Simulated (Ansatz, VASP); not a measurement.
## Zn2Si3N3: VASP beside Ansatz

File INCAR:

```
PREC     = Accurate       # precision mode
ENCUT    = 600            # plane-wave cutoff, eV
EDIFF    = 1E-6           # SCF threshold, eV
ISMEAR   = 0              # smearing method
SIGMA    = 0.2            # smearing width, eV
LREAL    = False          # projectors in reciprocal space
LASPH    = True           # aspherical terms in the spheres
NELM     = 100            # most SCF steps
ALGO     = Normal         # electronic algorithm
ISIF     = 3              # what is computed and relaxed
LWAVE    = False          # write WAVECAR
LCHARG   = False          # write CHGCAR
GGA      = PE             # functional
IBRION   = 2              # ionic algorithm
NSW      = 36             # ionic steps
EDIFFG   = -0.08          # ionic threshold
```

File KPOINTS:

```
regular mesh
0
Gamma
  4 4 4
```

Contents of POSCAR:

```
Zn2Si3N3
1.0
    5.6000000000      0.0000000000      0.0000000000
   -2.8000000000      4.8497422600      0.0000000000
    0.0000000000      0.0000000000      3.7000000000
Zn Si N
2 3 3
Direct
    0.3333333300      0.6666666700      0.0000000000
    0.6666666700      0.3333333300      0.0000000000
    0.0000000000      0.5999000000      0.5000000000
    0.5999000000      0.0000000000      0.5000000000
    0.4001000000      0.4001000000      0.5000000000
    0.0000000000      0.6999000000      0.0000000000
    0.6999000000      0.0000000000      0.0000000000
    0.3001000000      0.3001000000      0.0000000000
```

Input for Ansatz:

```yaml
crystal:
  lattice:
    - [5.6, 0.0, 0.0]
    - [-2.8, 4.84974226, 0.0]
    - [0.0, 0.0, 3.7]
  atoms:
    - { symbol: Zn, position: [0.33333333, 0.66666667, 0.0] }
    - { symbol: Zn, position: [0.66666667, 0.33333333, 0.0] }
    - { symbol: Si, position: [0.0, 0.5999, 0.5] }
    - { symbol: Si, position: [0.5999, 0.0, 0.5] }
    - { symbol: Si, position: [0.4001, 0.4001, 0.5] }
    - { symbol: "N", position: [0.0, 0.6999, 0.0] }
    - { symbol: "N", position: [0.6999, 0.0, 0.0] }
    - { symbol: "N", position: [0.3001, 0.3001, 0.0] }
basis:
  ecutwfc: 420
kpoints:
  mp_grid: { grid: [4, 4, 4] }
hamiltonian:
  xc: pbe
scf:
  occupations: { method: gaussian, width: 0.2 }
  lower_state_search: "off"
output:
  forces: true
  stress: true
  eigenvalues: true
relax:
  adjacent_minimum: "off"
  f_tol: 0.08
  max_steps: 16
  cell: { stress_tol: 0.8 }
```

Change from the starting cell: built by hand: ZrNiAl-derived, vacant 1b site (P-62m, No. 189).

Alike in both runs: task relaxation of cell and atoms; functional PBE; k mesh 4 × 4 × 4; occupations gaussian, width 0.2 eV; no spin polarisation.

|  | VASP | Ansatz |
| --- | --- | --- |
| version | VASP 6.6.1 | Ansatz 0.2.0 |
| potentials or method | VASP PAW PBE potentials, release 64 (Zn, Si, N), cutoff 600 eV | scalar-relativistic, plane waves, PAW |
| valence electrons in the cell | 51 | 51 |

Ansatz gave:

| Quantity | Value |
| --- | --- |
| gap on the k mesh at the Fermi level, each at its own relaxed structure (eV) | none |
| relaxed volume (Å³/atom) | 13.23 |
| relaxed length of the cell vector where the two differ most in proportion (Å) | 2.884 |

Question: What did VASP give for the same quantities?

Answer: gap on the k mesh at the Fermi level, each at its own relaxed structure (eV): none; relaxed volume (Å³/atom): 13.20; relaxed length of the cell vector where the two differ most in proportion (Å): 2.881.

A gap of «none» marks a metal or a gap that the smearing closes.

The k mesh is coarse, so the values compare programs but aren't converged.
